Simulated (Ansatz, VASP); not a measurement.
# LiCaF3 in VASP and in Ansatz

```
Ca F Li
1.0
     3.61079    0.00000    0.00000
     0.00000    3.61079    0.00000
     0.00000    0.00000    3.76124
Ca F Li
1 3 1
Direct
  0.00000 0.00000 0.00000
  0.50000 0.00000 0.50000
  0.50000 0.50000 0.00000
  0.00000 0.50000 0.50000
  0.50000 0.50000 0.50000
```

Alike in both runs: task single point; functional PBE; k mesh 6 × 6 × 6; occupations fermi-dirac, width 0.05 eV; no spin polarisation.

```csv
,VASP,Ansatz
version,VASP 6.6.1,Ansatz 0.2.0
potentials or method,"VASP PAW PBE potentials, release 64 (Ca_sv, F, Li_sv)",Ansatz PAW
plane-wave cutoff (eV),520,420
valence electrons in the cell,34,34
```

|  | VASP | Ansatz | Ansatz less VASP |
| --- | --- | --- | --- |
| gap on the k mesh at the Fermi level (eV) | 6.27 | 6.28 | +0.009 |
| least direct gap on the mesh (eV) | 6.56 | 6.57 | +0.010 |

Noted on VASP's run: the cutoff is short for stress, so the pressure is rough.
